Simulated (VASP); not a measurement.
Wanted: the native input for a VASP 6.6.1 run.

| Property | Result |
| --- | --- |
| Task | single point |
| Functional | PBE |
| Potentials or basis | VASP PAW PBE potentials, release 64 (Ti_sv) |
| Cutoff | 520 eV |
| k mesh | 20 × 20 × 20 |
| Occupations | gaussian, width 0.15 eV |
| Spin | no spin polarisation |
| Dipole correction | no |
| Further INCAR settings | ALGO = Fast; EDIFF = 1e-07; NBANDS = 12 |

The structure of Ti lies in POSCAR:

```
Ti
1.0
    0.0000000000      2.0559779607      2.0559779607
    2.0559779607      0.0000000000      2.0559779607
    2.0559779607      2.0559779607      0.0000000000
Ti
1
Direct
    0.0000000000      0.0000000000      0.0000000000
```

The input as run:

INCAR

```
SYSTEM = Ti
ALGO = Fast ; EDIFF = 1E-7
ENCUT = 520 ; GGA = PE
ISIF = 2 ; ISMEAR = 0
LASPH = .True. ; LCHARG = .False.
LREAL = .False. ; LWAVE = .False.
NBANDS = 12 ; NELM = 80
PREC = Accurate ; SIGMA = 0.15
```

KPOINTS

```
k-points
0
Gamma
  20 20 20
  0 0 0
```

Potentials or basis: VASP PAW PBE potentials, release 64 (Ti_sv).

Run with:

```sh
$ cat potpaw_PBE.64/Ti_sv/POTCAR > POTCAR
$ mpirun -np 1 vasp_std > vasp.out
```

It gave:

```
Pressure               : -0.2 GPa
Band gap on the k mesh : zero (band 6 reaches 9.09 eV, above the bottom of band 7 at 7.83 eV)
```

Wall time 3.4 min on 1 thread of AMD EPYC 7R13, with other jobs on the host, peak memory 0.15 GiB.
